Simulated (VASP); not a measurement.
Here is a VASP 6.6.1 calculation.

INCAR

```
SYSTEM = LiNbO
PREC     = Accurate       ! precision mode
ENCUT    = 520            ! plane-wave cutoff, eV
EDIFF    = 1E-6           ! SCF threshold, eV
ISMEAR   = 0              ! smearing method
SIGMA    = 0.1            ! smearing width, eV
LREAL    = .FALSE.        ! projectors in reciprocal space
LASPH    = .TRUE.         ! aspherical terms in the spheres
NELM     = 100            ! most SCF steps
ALGO     = Normal         ! electronic algorithm
ISIF     = 2              ! what is computed and relaxed
LWAVE    = .FALSE.        ! write WAVECAR
LCHARG   = .FALSE.        ! write CHGCAR
GGA      = PE             ! functional
NBANDS   = 18             ! bands
```

KPOINTS

```
Automatic mesh
0
G
  6 6 4
  0 0 0
```

Contents of POSCAR:

```
LiNbO
1.0
    3.8718189780      0.0000000000      0.0000000000
    0.0000000000      3.8718189780      0.0000000000
    0.0000000000      0.0000000000      3.8754549258
Li Nb O
1 1 1
Direct
    0.0000000000      0.0000000000      0.0000000000
    0.5000000000      0.5000000000      0.0000000000
    0.5000000000      0.5000000000      0.5000000000
```

Potentials or basis: VASP PAW PBE potentials, release 64 (Li_sv, Nb_sv, O).

Launch:

```bash
$ cat potpaw_PBE.64/Li_sv/POTCAR potpaw_PBE.64/Nb_sv/POTCAR potpaw_PBE.64/O/POTCAR > POTCAR
$ mpirun -np 1 vasp_std > vasp.out
```

Task: Predict the band gap on the k mesh.

Result: Zero (band 11 reaches 5.38 eV, above the bottom of band 12 at 3.56 eV).

Caveat: the k points lie up to 0.41 Å⁻¹ apart.
